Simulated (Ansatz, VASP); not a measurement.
## NaHgF3: VASP beside Ansatz

```
Na Hg F
1.0
     4.54337    0.00000    0.00000
     0.00000    4.54337    0.00000
     0.00000    0.00000    4.54337
Na Hg F
1 1 3
Direct
  0.00000 0.00000 0.00000
  0.50000 0.50000 0.50000
  0.50000 0.50000 0.00000
  0.50000 0.00000 0.50000
  0.00000 0.50000 0.50000
```

Alike in both runs: task single point; functional r2SCAN; k mesh 6 × 6 × 6; no spin polarisation.

|  | VASP | Ansatz |
| --- | --- | --- |
| version | VASP 6.6.1 | Ansatz 0.2.0 |
| potentials or method | VASP PAW PBE potentials, release 64 (Na_pv, Hg, F) | plane waves, PAW |
| plane-wave cutoff (eV) | 520 | 500 |
| occupations | gaussian, width 0.01 eV | fixed |
| valence electrons in the cell | 40 | 50 |

|  | VASP | Ansatz | Ansatz less VASP |
| --- | --- | --- | --- |
| gap on the k mesh at the Fermi level (eV) | 0.88 | 0.93 | +0.050 |
| pressure (GPa) | -1.2 | -1.7 | -0.41 |

VASP's potentials were made for PBE, not for r2SCAN. VASP's potentials hold 40 valence electrons a cell and Ansatz's 50, so a difference there can come from the potentials and not from the codes.

Spin-orbit coupling is off throughout.
